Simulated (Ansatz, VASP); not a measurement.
# BAs: VASP beside Ansatz

```xyz
2
Lattice="0.0000 2.3646 2.3885 2.3646 0.0000 2.3885 2.3646 2.3646 0.0000" Properties=species:S:1:pos:R:3 pbc="T T T"
B     0.0000    0.0000    0.0000
As    3.5469    3.5469    3.5827
```

Change from the starting cell: equal xx and yy strain of -1 %.

Alike in both runs: task single point; functional PBE; k mesh 15 × 15 × 15; occupations fermi-dirac, width 0.03 eV; no spin polarisation.

|  | VASP | Ansatz |
| --- | --- | --- |
| version | VASP 6.6.1 | Ansatz 0.2.0 |
| potentials or method | VASP PAW PBE potentials, release 64 (B, As), cutoff 520 eV | all-electron LAPW, scalar-relativistic |

```tsv
	VASP	Ansatz	Ansatz less VASP
pressure (GPa)	6.5	5.7	-0.77
traceless stress, the component that is largest in VASP (GPa)	-1.43	-1.44	-0.009
```

Ansatz ran all-electron here, and VASP with PAW potentials.
